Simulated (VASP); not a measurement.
A run of VASP 6.6.1 is set up as follows.

INCAR

```
SYSTEM = Ti
ALGO = Normal
EDIFF = 1E-6
ENCUT = 520
GGA = RE
ISIF = 2
ISMEAR = -1
LASPH = .TRUE.
LCHARG = .FALSE.
LREAL = .FALSE.
LWAVE = .FALSE.
NBANDS = 32
NELM = 80
PREC = Accurate
SIGMA = 0.1
```

File KPOINTS:

```
k-points
0
G
  14 14 4
  0 0 0
```

File POSCAR:

```
Ti
1.0
    3.0686120011      0.0000000000      0.0000000000
   -1.5343060005      2.6574959473      0.0000000000
    0.0000000000      0.0000000000      9.8196317805
Ti
4
Direct
    0.0000000000      1.0000000000      0.0000000000
    0.0000000000      1.0000000000      0.5000000000
    0.3333333333      0.6666666667      0.2500000000
    0.6666666667      0.3333333333      0.7500000000
```

Potentials or basis: VASP PAW PBE potentials, release 64 (Ti_sv).

Command:

```bash
$ cat potpaw_PBE.64/Ti_sv/POTCAR > POTCAR
$ mpirun -np 1 vasp_std > vasp.out
```

(1) Predict the pressure.

(2) What does it give for the band gap on the k mesh?

Answers

(1) -9.8 GPa.

(2) zero (band 24 reaches 7.58 eV, above the bottom of band 25 at 6.61 eV).

Caveat: the PAW data sets were made with another functional, which shifts forces and pressure a little.
